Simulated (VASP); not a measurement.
# FeO (I4/mmm) in VASP: further runs

FeO is run at these levels: PBE, PBEsol; tasks: single point, relaxation of cell and atoms.

All numbers are computed with VASP 6.6.1; they aren't measurements. Logs are shortened: lines on timing, memory, paths and dates and some standing lists are left out, and cuts for length are marked.

## (1) The cell of the first run

Symmetry: I4/mmm, No. 139, tetragonal system. The conventional cell has a = 3.204 Å, b = 3.204 Å, c = 4.167 Å, α = 90.00°, β = 90.00°, γ = 90.00°. Within 2.8 Å of Fe (site symmetry 4/mmm) lie 6 O at 2.08 to 2.27 Å. Within 2.8 Å of O (site symmetry 4/mmm) lie 6 Fe at 2.08 to 2.27 Å.

## (2) Single point, PBE, collinear spin, zero start

Input file INCAR:

```
PREC     = Accurate       # precision mode
ENCUT    = 700            # plane-wave cutoff, eV
EDIFF    = 1E-6           # SCF threshold, eV
ISMEAR   = -1             # smearing method
SIGMA    = 0.05           # smearing width, eV
LREAL    = F              # projectors in reciprocal space
LASPH    = T              # aspherical terms in the spheres
NELM     = 200            # most SCF steps
ALGO     = Normal         # electronic algorithm
ISIF     = 2              # what is computed and relaxed
LWAVE    = F              # write WAVECAR
LCHARG   = F              # write CHGCAR
ISPIN    = 2              # spin polarisation
MAGMOM   = 0 0            # initial moments
LORBIT   = 11             # projections on sites
NUPDOWN  = 0.0            # fixed moment
LMAXMIX  = 4              # l up to which the mixer works
GGA      = PE             # functional
NBANDS   = 22             # bands
GGA_COMPAT= F
```

Input file KPOINTS:

```
Automatic mesh
0
Gamma
  10 10 10
```

Input file POSCAR:

```
FeO
1.0
   -1.6021034130      1.6021034130      2.0833922500
    1.6021034130     -1.6021034130      2.0833922500
    1.6021034130      1.6021034130     -2.0833922500
Fe O
1 1
Direct
    0.0000000000      0.0000000000      0.0000000000
    0.5000000000      0.5000000000      0.0000000000
```

Potentials or basis: VASP PAW PBE potentials, release 64 (Fe_sv, O).

Command:

```console
$ cat potpaw_PBE.64/Fe_sv/POTCAR potpaw_PBE.64/O/POTCAR > POTCAR
$ mpirun -np 1 vasp_std > vasp.out
```

OUTCAR:

```text
PREC = Accurate
   ENCUT = 700
   EDIFF = 1E-6
   ISMEAR = -1
   LREAL = F
   LASPH = T
   NELM = 200
   ISIF = 2
   ISPIN = 2
   LORBIT = 11
   NUPDOWN = 0.0
   GGA = PE

 ion  position               nearest neighbor table
   1  0.000  0.000  0.000-   2 2.08   2 2.08
   2  0.500  0.500  0.000-   1 2.08   1 2.08

  LATTYP: Found a body centered tetragonal cell.
 ALAT       =     3.2042068260
 C/A-ratio  =     1.3004105934

  Lattice vectors:

 A1 = (  -1.6021034130,   1.6021034130,   2.0833922500)
 A2 = (   1.6021034130,  -1.6021034130,   2.0833922500)
 A3 = (   1.6021034130,   1.6021034130,  -2.0833922500)

Analysis of symmetry for initial positions (statically):
=====================================================================
 Subroutine PRICEL returns:
 Original cell was already a primitive cell.

 Routine SETGRP: Setting up the symmetry group for a
 body centered tetragonal supercell.

 Subroutine GETGRP returns: Found 16 space group operations
 (whereof 16 operations were pure point group operations)
 out of a pool of 16 trial point group operations.

The static configuration has the point symmetry D_4h.

Analysis of symmetry for dynamics (positions and initial velocities):
=====================================================================
 Subroutine PRICEL returns:
 Original cell was already a primitive cell.

 Routine SETGRP: Setting up the symmetry group for a
 body centered tetragonal supercell.

 Subroutine GETGRP returns: Found 16 space group operations
 (whereof 16 operations were pure point group operations)
 out of a pool of 16 trial point group operations.

The dynamic configuration has the point symmetry D_4h.

Analysis of structural, dynamic, and magnetic symmetry:
=====================================================================
 Subroutine PRICEL returns:
 Original cell was already a primitive cell.

 Routine SETGRP: Setting up the symmetry group for a
 body centered tetragonal supercell.

 Subroutine GETGRP returns: Found 16 space group operations
 (whereof 16 operations were pure point group operations)
 out of a pool of 16 trial point group operations.

The overall configuration has the point symmetry D_4h.

 Subroutine INISYM returns: Found 16 space group operations
 (whereof 16 operations are pure point group operations),
 and found     1 'primitive' translations

----------------------------------------------------------------------------------------

                                     Primitive cell

  volume of cell :      21.3901

  direct lattice vectors                    reciprocal lattice vectors
    -1.602103413  1.602103413  2.083392250     0.000000000  0.312089717  0.239993213
     1.602103413 -1.602103413  2.083392250     0.312089717  0.000000000  0.239993213
     1.602103413  1.602103413 -2.083392250     0.312089717  0.312089717  0.000000000

  length of vectors
     3.077985373  3.077985373  3.077985373     0.393696245  0.393696245  0.441361510

  position of ions in fractional coordinates (direct lattice)
     0.000000000  0.000000000  0.000000000
     0.500000000  0.500000000  0.000000000

  ion indices of the primitive-cell ions
   primitive index   ion index
                 1           1
                 2           2

----------------------------------------------------------------------------------------

 KPOINTS: Automatic mesh

Automatic generation of k-mesh.
 Grid dimensions read from file:
 generate k-points for:   10   10   10

 Generating k-lattice:

  Cartesian coordinates                     Fractional coordinates (reciprocal lattice)
     0.000000000  0.031208972  0.023999321     0.100000000  0.000000000  0.000000000
     0.031208972  0.000000000  0.023999321     0.000000000  0.100000000  0.000000000
     0.031208972  0.031208972  0.000000000     0.000000000  0.000000000  0.100000000

  Length of vectors
     0.039369625  0.039369625  0.044136151

  Shift w.r.t. Gamma in fractional coordinates (k-lattice)
     0.000000000  0.000000000  0.000000000

 Subroutine IBZKPT returns following result:
 ===========================================

 Found    102 irreducible k-points:

 Following reciprocal coordinates:
            Coordinates               Weight
  0.000000  0.000000  0.000000      1.000000
  0.100000  0.000000 -0.000000      8.000000
  0.200000  0.000000 -0.000000      8.000000
  0.300000  0.000000 -0.000000      8.000000
  0.400000  0.000000 -0.000000      8.000000
  0.500000  0.000000 -0.000000      4.000000
[... 16 lines left out ...]
  0.300000  0.300000  0.000000      8.000000
  0.400000  0.300000 -0.000000     16.000000
 [... further k-points ...]
   k-points           NKPTS =    102   k-points in BZ     NKDIM =    102   number of bands    NBANDS=     22
   number of dos      NEDOS =    301   number of ions     NIONS =      2
   total plane-waves  NPLWV =  21952
   dimension x,y,z NGX =    28 NGY =   28 NGZ =   28
   dimension x,y,z NGXF=    56 NGYF=   56 NGZF=   56
[... 86 lines left out ...]
      2     -44.8353      1.00000
      3     -44.6083      1.00000
      4     -44.6066      1.00000
      5     -11.7657      1.00000
      6       4.0185      1.00000
[... 14 lines left out ...]
     21      30.9565      0.00000
     22      32.2368      0.00000

 k-point     3 :       0.2000    0.0000   -0.0000
  band No.  band energies     occupation
      1     -78.6023      1.00000
      2     -44.8408      1.00000
      3     -44.6149      1.00000
      4     -44.6089      1.00000
      5     -11.5431      1.00000
      6       2.8358      1.00000
[... 14 lines left out ...]
     21      32.8769      0.00000
     22      34.5644      0.00000
[... 476 lines left out ...]
 k-point    23 :       0.3000    0.3000    0.0000
  band No.  band energies     occupation
      1     -78.5989      1.00000
      2     -44.8569      1.00000
      3     -44.6302      1.00000
      4     -44.6235      1.00000
      5     -10.8515      1.00000
      6       1.3863      1.00000
[... 14 lines left out ...]
     21      35.1500      0.00000
     22      37.2764      0.00000

 k-point    24 :       0.4000    0.3000   -0.0000
  band No.  band energies     occupation
      1     -78.5987      1.00000
      2     -44.8560      1.00000
      3     -44.6360      1.00000
      4     -44.6215      1.00000
      5     -10.8449      1.00000
      6       1.6684      1.00000
[... 14 lines left out ...]
     21      34.9939      0.00000
     22      37.0213      0.00000

 [... further k-points ...]

 spin component 2

 k-point     1 :       0.0000    0.0000    0.0000
  band No.  band energies     occupation
      1     -78.6038      1.00000
      2     -44.8332      1.00000
      3     -44.6057      1.00000
      4     -44.6057      1.00000
      5     -11.8476      1.00000
      6       4.5252      1.00000
[... 14 lines left out ...]
     21      30.7609      0.00000
     22      31.0902      0.00000

 k-point     2 :       0.1000    0.0000   -0.0000
  band No.  band energies     occupation
      1     -78.6034      1.00000
      2     -44.8354      1.00000
      3     -44.6083      1.00000
      4     -44.6065      1.00000
      5     -11.7657      1.00000
      6       4.0185      1.00000
[... 14 lines left out ...]
     21      30.9565      0.00000
     22      32.2368      0.00000

 k-point     3 :       0.2000    0.0000   -0.0000
  band No.  band energies     occupation
      1     -78.6023      1.00000
      2     -44.8409      1.00000
      3     -44.6148      1.00000
      4     -44.6088      1.00000
      5     -11.5431      1.00000
      6       2.8358      1.00000
[... 14 lines left out ...]
     21      32.8769      0.00000
     22      34.5645      0.00000
[... 476 lines left out ...]
 k-point    23 :       0.3000    0.3000    0.0000
  band No.  band energies     occupation
      1     -78.5989      1.00000
      2     -44.8570      1.00000
      3     -44.6301      1.00000
      4     -44.6234      1.00000
      5     -10.8515      1.00000
      6       1.3863      1.00000
[... 14 lines left out ...]
     21      35.1500      0.00000
     22      37.2765      0.00000

 k-point    24 :       0.4000    0.3000   -0.0000
  band No.  band energies     occupation
      1     -78.5987      1.00000
      2     -44.8561      1.00000
      3     -44.6360      1.00000
      4     -44.6215      1.00000
      5     -10.8449      1.00000
      6       1.6684      1.00000
[... 14 lines left out ...]
     21      34.9939      0.00000
     22      37.0213      0.00000

 [... further k-points ...]

------------------------ aborting loop because EDIFF is reached ----------------------------------------

  FORCE on cell =-STRESS in cart. coord.  units (eV):
  Direction    XX          YY          ZZ          XY          YZ          ZX
  --------------------------------------------------------------------------------------
  -------------------------------------------------------------------------------------
  Total       -4.0041372     -4.0041372     -4.2999854      0.0000000     -0.0000000      0.0000000
  in kB     -299.9213667   -299.9213667   -322.0812433      0.0000000     -0.0000000      0.0000000
  external PRESSURE =    -307.3079922 kB  Pullay stress =       0.0000000 kB

 VOLUME and BASIS-vectors are now :
 -----------------------------------------------------------------------------
  energy-cutoff  :      700.00
  volume of cell :       21.39
      direct lattice vectors                 reciprocal lattice vectors
    -1.602103413  1.602103413  2.083392250     0.000000000  0.312089717  0.239993213
     1.602103413 -1.602103413  2.083392250     0.312089717  0.000000000  0.239993213
     1.602103413  1.602103413 -2.083392250     0.312089717  0.312089717  0.000000000

 POSITION                                       TOTAL-FORCE (eV/Angst)
 -----------------------------------------------------------------------------------
      0.00000      0.00000      0.00000        -0.000000      0.000000     -0.000000
      0.00000      0.00000      2.08339         0.000000      0.000000      0.000000
 -----------------------------------------------------------------------------------
    total drift:                                0.000000     -0.000000     -0.000000

  FREE ENERGIE OF THE ION-ELECTRON SYSTEM (eV)
  ---------------------------------------------------
  free  energy   TOTEN  =       -13.3999892065 eV

  energy  without entropy=      -13.3329046635  energy(sigma->0) =      -13.36644693

 total charge

# of ion       s       p       d       tot
------------------------------------------
    1        2.086   5.981   5.621  13.689
    2        1.550   3.346   0.000   4.896
--------------------------------------------------
tot          3.637   9.327   5.621  18.585

 magnetization (x)

# of ion       s       p       d       tot
------------------------------------------
    1        0.000   0.000   0.000   0.000
    2        0.000  -0.000   0.000  -0.000
--------------------------------------------------
tot          0.000  -0.000   0.000  -0.000
```

Run time: 93 s. Hardware: 1 thread of Intel Xeon 6975P-C (Granite Rapids), shared host; peak memory 0.24 GiB.

Results:

```
Free energy                                           : -13.4000 eV
Pressure                                              : -30.7 GPa
Net moment                                            : 0.00 μB per cell
Valence electrons inside the program's atomic spheres : Fe 13.69; O 4.90
```

Stress tensor (GPa, compression positive):
```
-29.99   0.00   0.00
  0.00 -29.99   0.00
  0.00   0.00 -32.21
```

Caveat: the cell stands under tension; the total moment is fixed, so each spin has its own Fermi level.

## (3) Relaxation of cell and atoms, PBEsol, collinear spin, ferromagnetic start, target pressure 20 GPa, at which the enthalpy is minimised

Input file INCAR:

```
PREC = Accurate ; ENCUT = 600
EDIFF = 1E-6 ; ISMEAR = -1
SIGMA = 0.05 ; LREAL = False
LASPH = True ; NELM = 150
ALGO = Normal ; ISIF = 3
LWAVE = False ; LCHARG = False
ISPIN = 2 ; MAGMOM = 3 0
LORBIT = 11 ; LMAXMIX = 4
GGA = PS ; IBRION = 2
NSW = 60 ; EDIFFG = -0.01
PSTRESS = 200.0
```

Input file KPOINTS:

```
regular mesh
0
Gamma
  12 12 12
```

POSCAR is that of step 2.

Potentials or basis: VASP PAW PBE potentials, release 64 (Fe, O).

Command:

```console
$ cat potpaw_PBE.64/Fe/POTCAR potpaw_PBE.64/O/POTCAR > POTCAR
$ mpirun -np 1 vasp_std > vasp.out
```

Run time: 5.9 min. Hardware: 1 thread of Intel Xeon 6975P-C (Granite Rapids), shared host; peak memory 0.26 GiB.

The run converged. Its results:

| Item | Value |
| --- | --- |
| Free energy | -15.7777 eV |
| Relaxed volume | 8.78 Å³/atom |
| Relaxed cell | a = 2.918 Å, b = 2.918 Å, c = 2.918 Å, α = 119.98°, β = 119.98°, γ = 90.03° |
| Space group after relaxing (to 0.1 Å) | Fm-3m (No. 225) |
| Energy change on relaxing (the run minimises the enthalpy) | -29.1 meV/atom |
| Ionic steps | 12 |
| Pressure after relaxing | 19.9 GPa |
| Net moment | 3.86 μB per cell |
| Site moments | Fe +3.49; O +0.30 μB |
| Valence electrons inside the program's atomic spheres | Fe 7.01; O 5.03 |

Step by step:
```csv
step,energy change (eV),largest force (eV/Å),pressure (GPa),volume (Å³)
1,0.0000,0.0000,-16.23,21.39
2,0.7734,0.0000,75.83,14.74
3,-0.0252,0.0000,18.82,17.66
4,-0.0129,0.0000,20.20,17.56
5,-0.0294,0.0000,21.99,17.40
6,-0.0228,0.0000,23.21,17.31
7,-0.0210,0.0000,23.40,17.29
8,-0.0795,0.0000,17.51,17.75
9,-0.0582,0.0000,19.93,17.57
10,-0.0589,0.0000,19.79,17.57
11,-0.0586,0.0000,19.88,17.57
12,-0.0583,0.0000,19.92,17.57
```

Final structure:
```xyz
2
Lattice="-1.4592 1.4592 2.0626 1.4592 -1.4592 2.0626 1.4592 1.4592 -2.0626" Properties=species:S:1:pos:R:3 pbc="T T T"
Fe    1.4592    1.4592   -2.0626
O     0.0000    0.0000    2.0626
```

Levels at points of the mesh, in eV from the Fermi level:
Spin up:
| k point | band 5 | band 6 | band 7 | band 8 | band 9 | band 10 | band 11 | band 12 | band 13 |
| --- | --- | --- | --- | --- | --- | --- | --- | --- | --- |
| (0.00, 0.00, 0.00) | -3.98 | -3.98 | -3.98 | -3.64 | -3.64 | 0.83 | 15.70 | 18.05 | 18.05 |
| (0.50, 0.00, 0.00) | -2.89 | -2.89 | -2.27 | 0.18 | 0.18 | 4.31 | 9.72 | 13.39 | 13.41 |
| (0.50, 0.50, 0.00) | -5.22 | -3.13 | -2.54 | -2.54 | -2.34 | 6.24 | 9.53 | 11.40 | 16.22 |
| (0.50, 0.50, 0.50) | -5.22 | -3.13 | -2.54 | -2.54 | -2.34 | 6.24 | 9.53 | 11.39 | 16.22 |
Spin down:
| k point | band 3 | band 4 | band 5 | band 6 | band 7 | band 8 |
| --- | --- | --- | --- | --- | --- | --- |
| (0.00, 0.00, 0.00) | -3.74 | -3.74 | -0.99 | -0.99 | -0.98 | 0.01 |
| (0.50, 0.00, 0.00) | -6.05 | -6.05 | 0.45 | 0.46 | 0.72 | 3.23 |
| (0.50, 0.50, 0.00) | -5.08 | -5.08 | -2.74 | 0.69 | 0.89 | 0.90 |
| (0.50, 0.50, 0.50) | -5.08 | -5.08 | -2.74 | 0.69 | 0.89 | 0.89 |

Caveat: the cell is relaxed towards a set pressure, so the run minimises the enthalpy, not the energy; the volume moved by over 15 % at a fixed basis, so the end points are rough; the PAW data sets were made with another functional, which shifts forces and pressure a little; a cell with one magnetic atom can't hold antiferromagnetic order, which such compounds often take; semilocal functionals often make such compounds metallic where correlation or magnetic order opens a gap, which also shifts bond lengths. With open d or f shells a metallic result of PBEsol can be an artefact of self-interaction; +U or a hybrid may open a gap.

## (4) Single point, PBEsol, collinear spin, zero start

Input file INCAR:

```
SYSTEM = FeO
PREC = Accurate
ENCUT = 700
EDIFF = 1E-6
ISMEAR = -1
SIGMA = 0.05
LREAL = .False.
LASPH = .True.
NELM = 200
ALGO = Normal
ISIF = 2
LWAVE = .False.
LCHARG = .False.
ISPIN = 2
MAGMOM = 0 0
LORBIT = 11
NUPDOWN = 0.0
LMAXMIX = 4
GGA = PS
NBANDS = 22
GGA_COMPAT = .False.
```

Input file KPOINTS:

```
Automatic mesh
0
Gamma
  10 10 10
  0 0 0
```

POSCAR is that of step 3.

Potentials or basis: VASP PAW PBE potentials, release 64 (Fe_sv, O).

Command:

```console
$ cat potpaw_PBE.64/Fe_sv/POTCAR potpaw_PBE.64/O/POTCAR > POTCAR
$ mpirun -np 1 vasp_std > vasp.out
```

Run time: 80 s. Hardware: 1 thread of Intel Xeon 6975P-C (Granite Rapids), shared host; peak memory 0.25 GiB.

The run converged. Its results:

```
Free energy                                           : -14.2259 eV
Pressure                                              : -37.9 GPa
Net moment                                            : 0.00 μB per cell
Valence electrons inside the program's atomic spheres : Fe 13.68; O 4.87
```

Stress tensor (GPa, compression positive):
```
-36.36   0.00   0.00
  0.00 -36.36   0.00
  0.00   0.00 -41.02
```

Caveat: the cell stands under tension; the PAW data sets were made with another functional, which shifts forces and pressure a little; the total moment is fixed, so each spin has its own Fermi level.

## (5) Overview

```tsv
task	level	potentials or basis	spin	fixed moment (μB)	cell	k mesh	cutoff (eV)	pressure (GPa)	moment (μB)
single point	PBE	VASP PAW PBE potentials, release 64 (Fe_sv, O)	collinear, zero start	0.0	as given	10 × 10 × 10	700	-30.7	0.00
relaxation of cell and atoms	PBEsol	VASP PAW PBE potentials, release 64 (Fe, O)	collinear, ferromagnetic start	-	relaxed to 20 GPa	12 × 12 × 12	600	19.9	3.86
single point	PBEsol	VASP PAW PBE potentials, release 64 (Fe_sv, O)	collinear, zero start	0.0	as given	10 × 10 × 10	700	-37.9	0.00
```

Alike in all rows: smearing fermi-dirac 0.05 eV.

Caveats: the cell stands under tension (at least some runs); the total moment is fixed, so each spin has its own Fermi level (at least some runs); the PAW data sets were made with another functional, which shifts forces and pressure a little (at least some runs); the cell is relaxed towards a set pressure, so the run minimises the enthalpy, not the energy (at least some runs); the volume moved by over 15 % at a fixed basis, so the end points are rough (at least some runs); a cell with one magnetic atom can't hold antiferromagnetic order, which such compounds often take (at least some runs); semilocal functionals often make such compounds metallic where correlation or magnetic order opens a gap, which also shifts bond lengths (at least some runs).

Absolute energies hang on the potentials; compare differences alone.
